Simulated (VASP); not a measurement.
Set up this calculation in VASP 6.6.1, as the native input.

```yaml
Task: single point
Functional: r2SCAN
Potentials_or_basis: VASP PAW PBE potentials, release 64 (C)
Cutoff: 520 eV
k_mesh: 12 × 12 × 12
Occupations: gaussian, width 0.05 eV
Spin: no spin polarisation
Dipole_correction: no
Further_INCAR_settings: ALGO = Normal; EDIFF = 1e-06; NBANDS = 11
```

C:

```
CELL_PARAMETERS angstrom
0.00000 1.78344 1.78344
1.78344 0.00000 1.78344
1.78344 1.78344 0.00000
ATOMIC_POSITIONS crystal
C 0.50000 0.50000 0.50000
C 0.75000 0.75000 0.75000
```

One way to write it, as run:

POSCAR

```
C
1.0
    0.0000000000      1.7834400000      1.7834400000
    1.7834400000      0.0000000000      1.7834400000
    1.7834400000      1.7834400000      0.0000000000
C
2
Direct
    0.5000000000      0.5000000000      0.5000000000
    0.7500000000      0.7500000000      0.7500000000
```

INCAR.step1

```
  PREC = Accurate
  ENCUT = 520
  ISMEAR = 0
  SIGMA = 0.05
  LREAL = False
  LASPH = True
  NELM = 100
  NBANDS = 11
  GGA = PE
  ALGO = Normal
  EDIFF = 1E-4
  LWAVE = True
  LCHARG = False
```

INCAR.step2

```
  PREC = Accurate
  ENCUT = 520
  EDIFF = 1E-6
  ISMEAR = 0
  SIGMA = 0.05
  LREAL = False
  LASPH = True
  NELM = 100
  ALGO = Normal
  ISIF = 2
  LWAVE = False
  LCHARG = False
  METAGGA = R2SCAN
  LMIXTAU = True
  NBANDS = 11
  ISTART = 1
```

KPOINTS

```
Automatic mesh
0
Gamma
  12 12 12
```

Potentials or basis: VASP PAW PBE potentials, release 64 (C).

Command:

```sh
$ cat potpaw_PBE.64/C/POTCAR > POTCAR
$ cp INCAR.step1 INCAR
$ mpirun -np 1 vasp_std > vasp.out
$ cp INCAR.step2 INCAR
$ mpirun -np 1 vasp_std > vasp.out
```

Results of the run:

| Property | Result |
| --- | --- |
| Pressure | -1.4 GPa |
| Band gap on the k mesh | 4.34 eV, indirect (least direct gap 5.84 eV) |

Caveat: the PAW data sets were made with another functional, which shifts forces and pressure a little.

Wall time 22 s on 1 thread of Intel(R) Xeon(R) Platinum 8559C (Emerald Rapids), on a shared host, peak memory 0.12 GiB.
